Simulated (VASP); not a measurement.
Runs of VASP 6.6.1 on CdGa2O3. The structure is that of space group P-4m2 (No. 115), or close to it. The cells are those of the table. 

```csv
task,cell,k mesh,cutoff (eV),gap on the mesh (eV),pressure (GPa),largest force (eV/Å)
single point,"a = 3.161, b = 3.161, c = 8.334 Å, 6 atoms",6 × 6 × 4,520,none,0.8,0.06
single point,"a = 3.161, b = 3.161, c = 8.443 Å, 6 atoms",12 × 12 × 6,520,none,0.8,0.06
relaxation of cell and atoms,"relaxed from a = 3.344, b = 3.344, c = 7.330 Å, 6 atoms",6 × 6 × 4,600,none,-0.1,0.02
single point,"a = 3.344, b = 3.344, c = 7.330 Å, 6 atoms",6 × 6 × 4,520,none,-4.2,(a)
```

Alike in all rows: level PBE; potentials or basis VASP PAW PBE potentials, release 64 (Cd, Ga_d, O); no spin polarisation; smearing gaussian 0.1 eV.

Q: Estimate the missing entries.

A: (a) 4.97.

Caveats: forces of over 1 eV/Å act on the atoms, so gaps and moduli don't describe the material at rest (some runs).

A k mesh can miss the band edges, and the runs leave out spin-orbit coupling on Cd, Ga.

A gap of «none» marks levels without a gap at the run's occupations.
